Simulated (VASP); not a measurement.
# TaN in VASP: notebook, part 2 of 2

VASP 6.6.1. Earlier steps stand in the parts before.

### 4 Electric field gradients, PBEsol (equal xy, yz and zx shear strains of -1 %)

File INCAR:

```
PREC = Accurate
ENCUT = 520
EDIFF = 1E-8
ISMEAR = -1
SIGMA = 0.02
LREAL = F
LASPH = T
NELM = 120
ALGO = Normal
ISIF = 2
LWAVE = F
LCHARG = F
GGA = PS
LEFG = T
NBANDS = 16
GGA_COMPAT = F
```

File KPOINTS:

```
regular mesh
0
Gamma
  9 9 9
```

File POSCAR:

```
TaN
1.0
   -0.0217900000      2.1681050000      2.1681050000
    2.1681050000     -0.0217900000      2.1681050000
    2.1681050000      2.1681050000     -0.0217900000
Ta N
1 1
Direct
    0.5000000000      0.5000000000      0.5000000000
    0.0000000000      0.0000000000      0.0000000000
```

Potentials or basis: VASP PAW PBE potentials, release 64 (Ta_sv_GW, N).

Command:

```bash
cat potpaw_PBE.64/Ta_sv_GW/POTCAR potpaw_PBE.64/N/POTCAR > POTCAR
mpirun -np 1 vasp_std > vasp.out
```

OUTCAR:

```text
PREC = Accurate
   ENCUT = 520
   EDIFF = 1E-8
   ISMEAR = -1
   LREAL = F
   LASPH = T
   NELM = 120
   ISIF = 2
   GGA = PS

 ion  position               nearest neighbor table
   1  0.500  0.500  0.500-   2 2.18   2 2.18   2 2.18   2 2.18   2 2.18   2 2.18
   2  0.000  0.000  0.000-   1 2.18   1 2.18   1 2.18   1 2.18   1 2.18   1 2.18

  LATTYP: Found a trigonal (rhomboedric) cell.
 ALAT       =     3.0662409211
 COS(alpha) =     0.4899250057

  Lattice vectors:

 A1 = (  -0.0217900000,   2.1681050000,   2.1681050000)
 A2 = (   2.1681050000,  -0.0217900000,   2.1681050000)
 A3 = (   2.1681050000,   2.1681050000,  -0.0217900000)

Analysis of symmetry for initial positions (statically):
=====================================================================
 Subroutine PRICEL returns:
 Original cell was already a primitive cell.

 Routine SETGRP: Setting up the symmetry group for a
 trigonal (rhombohedral) supercell.
[... 644 lines left out ...]
  volume of cell :       20.69
      direct lattice vectors                 reciprocal lattice vectors
    -0.021790000  2.168105000  2.168105000    -0.227168311  0.229474588  0.229474588
     2.168105000 -0.021790000  2.168105000     0.229474588 -0.227168311  0.229474588
     2.168105000  2.168105000 -0.021790000     0.229474588  0.229474588 -0.227168311

 POSITION                                       TOTAL-FORCE (eV/Angst)
 -----------------------------------------------------------------------------------
      2.15721      2.15721      2.15721         0.000000     -0.000000      0.000000
      0.00000      0.00000      0.00000        -0.000000      0.000000     -0.000000
 -----------------------------------------------------------------------------------
    total drift:                                0.000000     -0.000000      0.000000

  FREE ENERGIE OF THE ION-ELECTRON SYSTEM (eV)
  ---------------------------------------------------
  free  energy   TOTEN  =       -25.7523589773 eV

  energy  without entropy=      -25.7508504261  energy(sigma->0) =      -25.75160470

 Electric field gradients (V/A^2)
---------------------------------------------------------------------
 ion       V_xx      V_yy      V_zz      V_xy      V_xz      V_yz
---------------------------------------------------------------------
   1       0.000    -0.000     0.000     0.757     0.757     0.757
   2      -0.000     0.000     0.000    -0.411    -0.411    -0.411
---------------------------------------------------------------------

 Electric field gradients after diagonalization (V/A^2)
 (convention: |V_zz| > |V_xx| > |V_yy|)
----------------------------------------------------------------------
 ion       V_xx      V_yy      V_zz     asymmetry (V_yy - V_xx)/ V_zz
----------------------------------------------------------------------
   1      -0.757    -0.757     1.514       0.000
   2       0.411     0.411    -0.823       0.000
----------------------------------------------------------------------

           NMR quadrupolar parameters

 Cq : quadrupolar parameter    Cq=e*Q*V_zz/h
 eta: asymmetry parameters     (V_yy - V_xx)/ V_zz
 Q  : nuclear electric quadrupole moment in mb (millibarn)
----------------------------------------------------------------------
 ion       Cq(MHz)       eta       Q (mb)
----------------------------------------------------------------------
   1       0.004       0.000       1.000
   2      -0.002       0.000       1.000
----------------------------------------------------------------------
```

stdout:

```text
POSCAR found type information on POSCAR TaN
 POSCAR found :  2 types and       2 ions
 scaLAPACK will be used
 -----------------------------------------------------------------------------
|                                                                             |
|                                                                             |
|     You enforced a specific xc type in the INCAR file but a different       |
|     I HOPE YOU KNOW WHAT YOU ARE DOING!                                     |
|                                                                             |
 -----------------------------------------------------------------------------

 LDA part: xc-table for (Slater+PW92), standard interpolation
 POSCAR, INCAR and KPOINTS ok, starting setup
 FFT: planning ... GRIDC
 FFT: planning ... GRID_SOFT
 FFT: planning ... GRID
 WAVECAR not read
 entering main loop
ion   1

ion   2
```

It took 63 s on 1 thread of AMD EPYC, shared host; peak memory 0.13 GiB.

What came out:

```
Free energy                             : -25.7524 eV
Pressure                                : 4.2 GPa
Band gap on the k mesh                  : zero (bands 9 and 10 overlap by 3.93 eV)
Largest electric field gradient by atom : Ta +1.5; N -0.8 V/Å²
```

Electric field gradients, principal values (V/Å²):
```
atom   least  middle  greatest (by size)
1 Ta  -0.757  -0.757               1.514
 2 N   0.411   0.411              -0.823
```

Caveat: the cell differs from its parent crystal (equal xy, yz and zx shear strains of -1 %); the cell stands under pressure; without QUAD_EFG the Cq values of the log hold for a quadrupole moment of 1 mb, not for the nuclei; the PAW data sets were made with another functional, which shifts forces and pressure a little; spin-orbit coupling is left out, which moves the levels of the heavy elements.

### 5 Electric field gradients, PBEsol (10.45 Å³/atom)

This run uses another cell than the first one, of 10.45 Å³/atom.

File INCAR:

```
SYSTEM = TaN
ALGO     = Normal         ! electronic algorithm
EDIFF    = 1E-8           ! SCF threshold, eV
ENCUT    = 520            ! plane-wave cutoff, eV
GGA      = PS             ! functional
GGA_COMPAT= .False.      
ISIF     = 2              ! what is computed and relaxed
ISMEAR   = -1             ! smearing method
LASPH    = .True.         ! aspherical terms in the spheres
LCHARG   = .False.        ! write CHGCAR
LEFG     = .True.       
LREAL    = .False.        ! projectors in reciprocal space
LWAVE    = .False.        ! write WAVECAR
NBANDS   = 16             ! bands
NELM     = 120            ! most SCF steps
PREC     = Accurate       ! precision mode
SIGMA    = 0.02           ! smearing width, eV
```

File KPOINTS:

```
k-points
0
Gamma
  9 9 9
  0 0 0
```

File POSCAR:

```
TaN
1.0
    0.0000000000      2.1862392558      2.1862392558
    2.1862392558      0.0000000000      2.1862392558
    2.1862392558      2.1862392558      0.0000000000
Ta N
1 1
Direct
    0.5000000000      0.5000000000      0.5000000000
    0.0000000000      0.0000000000      0.0000000000
```

Potentials or basis: VASP PAW PBE potentials, release 64 (Ta_sv_GW, N).

Command:

```bash
cat potpaw_PBE.64/Ta_sv_GW/POTCAR potpaw_PBE.64/N/POTCAR > POTCAR
mpirun -np 1 vasp_std > vasp.out
```

OUTCAR:

```text
SYSTEM = TaN
   EDIFF = 1E-8
   ENCUT = 520
   GGA = PS
   ISIF = 2
   ISMEAR = -1
   LASPH = .True.
   LREAL = .False.
   NELM = 120
   PREC = Accurate

 ion  position               nearest neighbor table
   1  0.500  0.500  0.500-   2 2.19   2 2.19   2 2.19   2 2.19   2 2.19   2 2.19
   2  0.000  0.000  0.000-   1 2.19   1 2.19   1 2.19   1 2.19   1 2.19   1 2.19

  LATTYP: Found a face centered cubic cell.
 ALAT       =     4.3724785116

  Lattice vectors:

 A1 = (   0.0000000000,   2.1862392558,   2.1862392558)
 A2 = (   2.1862392558,   0.0000000000,   2.1862392558)
 A3 = (   2.1862392558,   2.1862392558,   0.0000000000)

Analysis of symmetry for initial positions (statically):
=====================================================================
 Subroutine PRICEL returns:
 Original cell was already a primitive cell.

 Routine SETGRP: Setting up the symmetry group for a
 face centered cubic supercell.

 Subroutine GETGRP returns: Found 48 space group operations
 (whereof 48 operations were pure point group operations)
 out of a pool of 48 trial point group operations.

The static configuration has the point symmetry O_h .

Analysis of symmetry for dynamics (positions and initial velocities):
=====================================================================
 Subroutine PRICEL returns:
 Original cell was already a primitive cell.

 Routine SETGRP: Setting up the symmetry group for a
 face centered cubic supercell.

 Subroutine GETGRP returns: Found 48 space group operations
 (whereof 48 operations were pure point group operations)
 out of a pool of 48 trial point group operations.

[... 159 lines left out ...]
      4     -21.7465      2.00000
      5      -5.0200      2.00000
      6      10.0667      2.00000
[... 433 lines left out ...]
      3     -22.0424      2.00000
      4     -22.0424      2.00000
      5      -3.7109      2.00000
      6       6.9958      2.00000
[... 8 lines left out ...]
     15      23.1581      0.00000
     16      30.0018      0.00000

 [... further k-points ...]

------------------------ aborting loop because EDIFF is reached ----------------------------------------

  FORCE on cell =-STRESS in cart. coord.  units (eV):
  Direction    XX          YY          ZZ          XY          YZ          ZX
  --------------------------------------------------------------------------------------
  -------------------------------------------------------------------------------------
  Total        0.0615554      0.0615554      0.0615554      0.0000000     -0.0000000      0.0000000
  in kB        4.7190374      4.7190374      4.7190374      0.0000000     -0.0000000      0.0000000
  external PRESSURE =       4.7190374 kB  Pullay stress =       0.0000000 kB

 VOLUME and BASIS-vectors are now :
 -----------------------------------------------------------------------------
  energy-cutoff  :      520.00
  volume of cell :       20.90
      direct lattice vectors                 reciprocal lattice vectors
     0.000000000  2.186239256  2.186239256    -0.228703239  0.228703239  0.228703239
     2.186239256  0.000000000  2.186239256     0.228703239 -0.228703239  0.228703239
     2.186239256  2.186239256  0.000000000     0.228703239  0.228703239 -0.228703239

 POSITION                                       TOTAL-FORCE (eV/Angst)
 -----------------------------------------------------------------------------------
      2.18624      2.18624      2.18624         0.000000     -0.000000      0.000000
      0.00000      0.00000      0.00000        -0.000000      0.000000     -0.000000
 -----------------------------------------------------------------------------------
    total drift:                                0.000000     -0.000000      0.000000

  FREE ENERGIE OF THE ION-ELECTRON SYSTEM (eV)
  ---------------------------------------------------
  free  energy   TOTEN  =       -25.7577593990 eV

  energy  without entropy=      -25.7566707185  energy(sigma->0) =      -25.75721506

 Electric field gradients (V/A^2)
---------------------------------------------------------------------
 ion       V_xx      V_yy      V_zz      V_xy      V_xz      V_yz
---------------------------------------------------------------------
   1      -0.000     0.000     0.000     0.000     0.000     0.000
   2      -0.000    -0.000    -0.000    -0.000    -0.000    -0.000
---------------------------------------------------------------------

 Electric field gradients after diagonalization (V/A^2)
 (convention: |V_zz| > |V_xx| > |V_yy|)
----------------------------------------------------------------------
 ion       V_xx      V_yy      V_zz     asymmetry (V_yy - V_xx)/ V_zz
----------------------------------------------------------------------
   1      -0.000    -0.000     0.000       0.000
   2       0.000     0.000    -0.000       0.000
----------------------------------------------------------------------

           NMR quadrupolar parameters

 Cq : quadrupolar parameter    Cq=e*Q*V_zz/h
 eta: asymmetry parameters     (V_yy - V_xx)/ V_zz
 Q  : nuclear electric quadrupole moment in mb (millibarn)
----------------------------------------------------------------------
 ion       Cq(MHz)       eta       Q (mb)
----------------------------------------------------------------------
   1       0.000       0.000       1.000
   2      -0.000       0.000       1.000
----------------------------------------------------------------------
```

OSZICAR:

```text
N       E                     dE             d eps       ncg     rms          rms(c)
DAV:   1     0.982961935167E+02    0.98296E+02   -0.11424E+04  1128   0.115E+03
DAV:   2    -0.254460818402E+02   -0.12374E+03   -0.11998E+03  1600   0.305E+02
DAV:   3    -0.296132188294E+02   -0.41671E+01   -0.41612E+01  1344   0.512E+01
DAV:   4    -0.297059587773E+02   -0.92740E-01   -0.92739E-01  1560   0.506E+00
DAV:   5    -0.297087735468E+02   -0.28148E-02   -0.28148E-02  1432   0.595E-01    0.499E+01
DAV:   6    -0.259200072515E+02    0.37888E+01   -0.81453E+00  1224   0.246E+01    0.470E+01
DAV:   7    -0.258056589498E+02    0.11435E+00   -0.47356E-01  1192   0.561E+00    0.249E+01
DAV:   8    -0.257597470981E+02    0.45912E-01   -0.15226E-01  1304   0.299E+00    0.512E-01
DAV:   9    -0.257579089704E+02    0.18381E-02   -0.52790E-03  1224   0.656E-01    0.280E-01
DAV:  10    -0.257577664231E+02    0.14255E-03   -0.14696E-03  1248   0.371E-01    0.912E-02
DAV:  11    -0.257577761924E+02   -0.97693E-05   -0.10124E-04  1288   0.971E-02    0.383E-02
DAV:  12    -0.257577590785E+02    0.17114E-04   -0.31219E-05  1256   0.501E-02    0.106E-02
DAV:  13    -0.257577594361E+02   -0.35752E-06   -0.29064E-06  1376   0.134E-02    0.204E-02
DAV:  14    -0.257577593988E+02    0.37213E-07   -0.71775E-09  1048   0.702E-04    0.179E-02
DAV:  15    -0.257577593990E+02   -0.18167E-09   -0.14368E-08   920   0.996E-04
   1 F= -.25757759E+02 E0= -.25757215E+02  d E =-.108868E-02
```

It took 16 s on 1 thread of Intel Xeon Platinum 8375C at 2.90GHz (Ice Lake), shared host; peak memory 0.15 GiB.

What came out:

```
Free energy                             : -25.7578 eV
Pressure                                : 0.5 GPa
Band gap on the k mesh                  : zero (bands 9 and 10 overlap by 3.76 eV)
Largest electric field gradient by atom : under 0.05 V/Å² on every atom
```

Caveat: the PAW data sets were made with another functional, which shifts forces and pressure a little; spin-orbit coupling is left out, which moves the levels of the heavy elements.

### 6 The runs side by side

| cell | gap on the mesh (eV) | pressure (GPa) |
| --- | --- | --- |
| a = 3.036 Å, angles 62.0°, 2 atoms | none | 4.5 |
| a = 3.036, b = 3.036, c = 3.082 Å, angles 59.5, 59.5, 61.0°, 2 atoms | none | 17.4 |
| a = 3.066 Å, angles 60.7°, 2 atoms | none | 4.2 |
| a = 3.092 Å, angles 60.0°, 2 atoms | none | 0.5 |

Alike in all rows: task electric field gradients; level PBEsol; potentials or basis VASP PAW PBE potentials, release 64 (Ta_sv_GW, N); no spin polarisation; k mesh 9 × 9 × 9; cutoff (eV) 520; smearing fermi-dirac 0.02 eV.

Caveats: the PAW data sets were made with another functional, which shifts forces and pressure a little; spin-orbit coupling is left out, which moves the levels of the heavy elements; the cell stands under pressure (at least some runs); the stress differs along the axes, from 9 to 35 GPa (at least some runs).

Total energies depend on the potentials used, so only differences within one code and one set of settings carry meaning.
